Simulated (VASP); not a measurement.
A run of VASP 6.6.1:

Contents of INCAR:

```
SYSTEM = Al3Cu
ALGO = Fast ; EDIFF = 1E-7
ENCUT = 520 ; GGA = PS
ISIF = 2 ; ISMEAR = 0
LASPH = .True. ; LCHARG = .False.
LREAL = .False. ; LWAVE = .False.
NBANDS = 18 ; NELM = 80
PREC = Accurate ; SIGMA = 0.1
```

Contents of KPOINTS:

```
k-points
0
Gamma
  14 14 6
  0 0 0
```

The input POSCAR:

```
Al3Cu
1.0
    2.7784054294      0.0000000000      0.0000000000
    0.0000000000      2.7784054294      0.0000000000
    0.0000000000      0.0000000000      7.5134034100
Al Cu
3 1
Direct
    0.0000000000      0.0000000000      0.5000000000
    0.5000000000      0.5000000000      0.2261155100
    0.5000000000      0.5000000000      0.7738844900
    0.0000000000      0.0000000000      0.0000000000
```

Potentials or basis: VASP PAW PBE potentials, release 64 (Al, Cu).

Launch:

```bash
$ cat potpaw_PBE.64/Al/POTCAR potpaw_PBE.64/Cu/POTCAR > POTCAR
$ mpirun -np 1 vasp_std > vasp.out
```

Hardware: 1 thread of Intel(R) Xeon(R) Platinum 8375C CPU @ 2.90GHz (Ice Lake) (shared host).

Problem. How long does it take, and how much memory?

Solution. It took 3.8 min on 1 thread of Intel(R) Xeon(R) Platinum 8375C CPU @ 2.90GHz (Ice Lake), on a shared host, peak memory 0.27 GiB. Counts: scf iterations 20, k points 144.
